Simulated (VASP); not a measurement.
Wanted: the native input for a VASP 6.6.1 run.

- Task: single point
- Functional: PBEsol
- Potentials or basis: VASP PAW PBE potentials, release 64 (In_d, Se)
- Cutoff: 520 eV
- k mesh: 4 × 4 × 4
- Occupations: fermi-dirac, width 0.05 eV
- Spin: non-collinear spin, zero start, spin-orbit coupling
- Starting moments: [[0.0, 0.0, 0.0], [0.0, 0.0, 0.0], [0.0, 0.0, 0.0], [0.0, 0.0, 0.0]] μB
- Dipole correction: no
- Further INCAR settings: ALGO = Normal; EDIFF = 1e-07; NBANDS = 59

The structure of In3Se lies in POSCAR:

```
In3Se
1.0
    4.8037580000      0.0000000000      0.0000000000
    0.0000000000      4.8037580000      0.0000000000
    0.0000000000      0.0000000000      4.8037580000
In Se
3 1
Direct
    0.5000000000      0.5000000000      0.0000000000
    0.5000000000      0.0000000000      0.5000000000
    0.0000000000      0.5000000000      0.5000000000
    0.0000000000      0.0000000000      0.0000000000
```

One way to write it, as run:

INCAR

```
PREC = Accurate ; ENCUT = 520
EDIFF = 1E-7 ; ISMEAR = -1
SIGMA = 0.05 ; LREAL = False
LASPH = True ; NELM = 150
ALGO = Normal ; ISIF = 2
LWAVE = False ; LCHARG = False
LNONCOLLINEAR = True ; MAGMOM = 0 0 0 0 0 0 0 0 0 0 0 0
LORBIT = 11 ; LSORBIT = True
GGA_COMPAT = False ; LORBMOM = True
GGA = PS ; NBANDS = 59
```

KPOINTS

```
regular mesh
0
Gamma
  4 4 4
```

Potentials or basis: VASP PAW PBE potentials, release 64 (In_d, Se).

Launch:

```console
$ cat potpaw_PBE.64/In_d/POTCAR potpaw_PBE.64/Se/POTCAR > POTCAR
$ mpirun -np 1 vasp_ncl > vasp.out
```

Results of the run:

```
Pressure                                              : -2.8 GPa
Net moment                                            : 0.00 μB per cell
Valence electrons inside the program's atomic spheres : In 11.27; Se 3.71
```

Caveat: the PAW data sets were made with another functional, which shifts forces and pressure a little.

Wall time 110 s on 1 thread of Intel(R) Xeon(R) Platinum 8259CL CPU @ 2.50GHz (Skylake/Cascade Lake), with other jobs on the host, peak memory 0.41 GiB.
